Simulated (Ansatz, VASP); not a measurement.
# Two plane-wave programs on Y

```
Y
1.0
     0.00000    2.40729    2.64802
     2.40729    0.00000    2.64802
     2.40729    2.40729    0.00000
Y
1
Direct
  0.00000 0.00000 0.00000
```

Alike in both runs: task single point; functional PBEsol; k mesh 18 × 18 × 18; occupations gaussian, width 0.15 eV; no spin polarisation.

```csv
,VASP,Ansatz
version,VASP 6.6.1,Ansatz 0.2.0
potentials or method,"VASP PAW PBE potentials, release 64 (Y_sv), cutoff 520 eV","scalar-relativistic, plane waves, PAW"
valence electrons in the cell,11,11
```

Ansatz gave:

```
gap on the k mesh at the Fermi level (eV)                     : none
pressure (GPa)                                                : 0.2
traceless stress, the component that is largest in VASP (GPa) : -2.12
```

Question: Estimate VASP's values.

Answer: gap on the k mesh at the Fermi level (eV): none; pressure (GPa): 0.0; traceless stress, the component that is largest in VASP (GPa): -2.14.

VASP's potentials were made for PBE, not for PBEsol. A gap of «none» marks a metal or a gap that the smearing closes. The functional is the same, so the differences come from potentials, cutoffs and numerics.
